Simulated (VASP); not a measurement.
Ni, 1 atom in the cell. It takes space group Fm-3m (No. 225, cubic). The conventional cell has a = 3.582 Å, b = 3.582 Å, c = 3.582 Å, α = 90.00°, β = 90.00°, γ = 90.00°. Within 3.3 Å of Ni (site symmetry m-3m) lie 12 Ni at 2.53 Å. 

* Program: VASP 6.6.1
* Task: electric field gradients
* Functional: PBE
* Potentials or basis: VASP PAW PBE potentials, release 64 (Ni)
* Cutoff: 520 eV
* k mesh: 20 × 20 × 20
* Occupations: fermi-dirac, width 0.05 eV
* Spin: collinear spin, ferromagnetic start
* Starting moments: [1.5] μB
* Dipole correction: no
* Further INCAR settings: ALGO = Normal; EDIFF = 1e-08; NBANDS = 15

Potentials or basis: VASP PAW PBE potentials, release 64 (Ni).

Command:

```bash
$ cat potpaw_PBE.64/Ni/POTCAR > POTCAR
$ mpirun -np 1 vasp_std > vasp.out
```

Hardware: 1 thread of Intel(R) Xeon(R) Platinum 8488C (Sapphire Rapids), on a shared host.

**Question.** How long does it take, and how much memory?

**Answer.** Wall time 100 s on 1 thread of Intel(R) Xeon(R) Platinum 8488C (Sapphire Rapids) (shared host), peak memory 0.18 GiB. Counts: scf iterations 16, k points 256.
